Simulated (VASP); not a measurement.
A run of VASP 6.6.1 is set up as follows.

File POSCAR:

```
Te2Mo
1.0
    3.5602328140      0.0000000000      0.0000000000
   -1.7801164070      3.0832520603      0.0000000000
    0.0000000000      0.0000000000     17.5240578200
Te Mo
2 1
Direct
    0.3333333333      0.6666666667      0.8978554500
    0.3333333333      0.6666666667      0.1021445500
    0.0000000000      0.0000000000      0.0000000000
```

INCAR.step1

```
PREC = Accurate
ENCUT = 520
ISMEAR = 0
SIGMA = 0.05
LREAL = F
LASPH = T
NELM = 80
NBANDS = 20
GGA = PE
ALGO = Normal
EDIFF = 1E-4
LWAVE = T
LCHARG = F
```

INCAR.step2

```
PREC = Accurate
ENCUT = 520
EDIFF = 1E-7
ISMEAR = 0
SIGMA = 0.05
LREAL = F
LASPH = T
NELM = 80
ALGO = Normal
ISIF = 2
LWAVE = F
LCHARG = F
METAGGA = R2SCAN
LMIXTAU = T
NBANDS = 20
ISTART = 1
```

File KPOINTS:

```
regular mesh
0
Gamma
  12 12 2
```

Potentials or basis: VASP PAW PBE potentials, release 64 (Te, Mo_sv).

Launch:

```bash
$ cat potpaw_PBE.64/Te/POTCAR potpaw_PBE.64/Mo_sv/POTCAR > POTCAR
$ cp INCAR.step1 INCAR
$ mpirun -np 1 vasp_std > vasp.out
$ cp INCAR.step2 INCAR
$ mpirun -np 1 vasp_std > vasp.out
```

Problem. What does it give for the largest force?

Solution. 0.019 eV/Å.

Problem. Predict the band gap on the k mesh.

Solution. 1.13 eV, direct.

Forces in eV/Å, atoms in the order of the input:
```
Te   0.000  0.000 -0.019
Te   0.000  0.000  0.019
Mo   0.000  0.000  0.000
```

Caveat: the PAW data sets were made with another functional, which shifts forces and pressure a little; spin-orbit coupling is left out, which moves the levels of the heavy elements.
